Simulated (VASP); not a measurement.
Set up this calculation in VASP 6.6.1, as the native input.

- Task: single point
- Functional: PBE
- Potentials or basis: VASP PAW PBE potentials, release 64 (B, N)
- Cutoff: 520 eV
- k mesh: 12 × 12 × 12
- Occupations: gaussian, width 0.05 eV
- Spin: no spin polarisation
- Dipole correction: no
- Further INCAR settings: ALGO = Normal; EDIFF = 1e-07; NBANDS = 11

The structure of BN lies in POSCAR:

```
BN
1.0
    0.0000000000      2.0243501017      1.8149095407
    1.8149095407      0.0000000000      1.8149095407
    1.8149095407      2.0243501017      0.0000000000
B N
1 1
Direct
    0.0000000000      0.0000000000      0.0000000000
    0.7500000000      0.7500000000      0.7500000000
```

This cell differs from its parent crystal: volume 6.668 Å^3 an atom, c/a of the conventional cell 1.1154.

One way to write it, as run:

INCAR

```
PREC     = Accurate       # precision mode
ENCUT    = 520            # plane-wave cutoff, eV
EDIFF    = 1E-7           # SCF threshold, eV
ISMEAR   = 0              # smearing method
SIGMA    = 0.05           # smearing width, eV
LREAL    = False          # projectors in reciprocal space
LASPH    = True           # aspherical terms in the spheres
NELM     = 80             # most SCF steps
ALGO     = Normal         # electronic algorithm
ISIF     = 2              # what is computed and relaxed
LWAVE    = False          # write WAVECAR
LCHARG   = True           # write CHGCAR
GGA      = PE             # functional
LELF     = True           # ELF
LVHAR    = True         
NBANDS   = 11             # bands
```

KPOINTS

```
regular mesh
0
Gamma
  12 12 12
```

Potentials or basis: VASP PAW PBE potentials, release 64 (B, N).

Launch:

```sh
$ cat potpaw_PBE.64/B/POTCAR potpaw_PBE.64/N/POTCAR > POTCAR
$ mpirun -np 1 vasp_std > vasp.out
```

It gave:

```
Pressure               : -34.0 GPa
Band gap on the k mesh : 3.43 eV, indirect (least direct gap 7.37 eV)
```

Wall time 51 s on 1 thread of AMD EPYC 7R13, with other jobs on the host, peak memory 0.1 GiB.
